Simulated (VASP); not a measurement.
**Al: single point with PBEsol+D4**

Al:

```xyz
1
Lattice="0.0000 2.0382 2.0382 2.0382 0.0000 2.0382 2.0382 2.0382 0.0000" Properties=species:S:1:pos:R:3 pbc="T T T"
Al    0.0000    0.0000    0.0000
```

| Property | Result |
| --- | --- |
| Program | VASP 6.6.1 |
| Task | single point |
| Functional | PBEsol |
| Dispersion | D4 |
| Potentials or basis | VASP PAW PBE potentials, release 64 (Al) |
| Cutoff | 520 eV |
| k mesh | 11 × 11 × 11 |
| Occupations | fermi-dirac, width 0.05 eV |
| Spin | no spin polarisation |
| Dipole correction | no |
| Further INCAR settings | ALGO = Normal; EDIFF = 1e-06; NBANDS = 8 |

The pressure is -5.1 GPa and the dispersion energy per atom is -0.195 eV.

Levels at points of the mesh, in eV from the Fermi level:
```csv
k point,band 1,band 2,band 3,band 4,band 5,band 6
"(0.00, 0.00, 0.00)",-10.96,12.44,12.44,12.44,13.74,13.74
```

It took 4 s on 1 thread of Intel Xeon 6975P-C, on a shared host, peak memory 0.13 GiB.

Caveat: the PAW data sets were made with another functional, which shifts forces and pressure a little; pairwise dispersion overbinds metals, which lowers pressure and volume.
